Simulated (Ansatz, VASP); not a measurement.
## Two plane-wave programs on V2N3

```
V N
1.0
     2.61300    0.00000    0.00000
    -1.30650    2.26292    0.00000
     0.00000    0.00000    6.19635
V N
2 3
Direct
  0.66667 0.33333 0.30212
  0.33333 0.66667 0.69788
  0.00000 0.00000 0.50000
  0.00000 0.00000 0.10744
  0.00000 0.00000 0.89256
```

Change from the starting cell: strain -0.0600 x Voigt [1, 1, 0, 0, 0, 0], atoms carried along.

Alike in both runs: task single point; functional PBEsol; k mesh 18 × 18 × 8; occupations gaussian, width 0.15 eV; no spin polarisation.

|  | VASP | Ansatz |
| --- | --- | --- |
| version | VASP 6.6.1 | Ansatz 0.2.0 |
| potentials or method | VASP PAW PBE potentials, release 64 (V_sv, N), cutoff 520 eV | scalar-relativistic, plane waves, PAW |
| valence electrons in the cell | 41 | 41 |

Ansatz gave:

- gap on the k mesh at the Fermi level (eV): none
- pressure (GPa): 47.4
- traceless stress, the component that is largest in VASP (GPa): -21.73
- rms of the force components (eV/Å): 0.369

Which values does VASP return?

gap on the k mesh at the Fermi level (eV): none; pressure (GPa): 48.7; traceless stress, the component that is largest in VASP (GPa): -21.19; rms of the force components (eV/Å): 0.356.

VASP's potentials were made for PBE, not for PBEsol. Atom by atom the forces differ by 0.016 eV/Å (rms over components). A gap of «none» marks a metal or a gap that the smearing closes. Both programs put the cell under a high pressure, so it lies far from rest at this level.
